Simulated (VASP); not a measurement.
## SnSe: single point with LDA

SnSe, a slab with vacuum:

```xyz
4
Lattice="4.1899 0.0000 0.0000 0.0000 4.1899 0.0000 0.0000 0.0000 11.3090" Properties=species:S:1:pos:R:3 pbc="T T T"
Sn    2.0949    0.0000    4.2767
Sn    0.0000    2.0949    7.0324
Se    2.0949    0.0000    7.0317
Se    0.0000    2.0949    4.2773
```

This cell differs from its parent crystal: strain +0.000 along x and y, +0.030 along z.

```yaml
Program: VASP 6.6.1
Task: single point
Functional: LDA
Potentials_or_basis: VASP PAW LDA potentials, release 64 (Sn_d, Se)
Cutoff: 520 eV
k_mesh: 6 × 6 × 4
Occupations: gaussian, width 0.05 eV
Spin: no spin polarisation
```

```json
{
 "Largest force": "0.334 eV/Å",
 "Band gap on the k mesh": "1.41 eV, indirect (least direct gap 1.43 eV)"
}
```

Forces in eV/Å, atoms in the order of the input:
```
Sn   0.000  0.000  0.334
Sn   0.000  0.000 -0.334
Se   0.000  0.000 -0.311
Se   0.000  0.000  0.311
```

Levels at points of the mesh, in eV from the valence-band top:
```tsv
k point	band 18	band 19	band 20	band 21	band 22	band 23
(0.00, 0.00, 0.00)	-2.00	-2.00	-0.63	1.51	3.67	3.70
(0.50, 0.00, 0.00)	-1.56	0.00	0.00	1.43	1.43	1.96
(0.50, 0.50, 0.00)	-3.68	-1.81	-1.81	3.31	3.31	4.43
(0.00, 0.00, 0.50)	-2.00	-2.00	-0.64	1.41	3.67	4.58
(0.50, 0.00, 0.50)	-1.56	0.00	0.00	1.43	1.43	1.96
(0.50, 0.50, 0.50)	-3.68	-1.80	-1.80	3.29	3.29	4.46
```

Run time: 87 s on 1 thread of Intel(R) Xeon(R) 6975P-C (Granite Rapids), with other jobs on the host, peak memory 0.32 GiB.

Caveat: the cell differs from its parent crystal (strain +0.000 along x and y, +0.030 along z); spin-orbit coupling is left out, which moves the levels of the heavy elements.
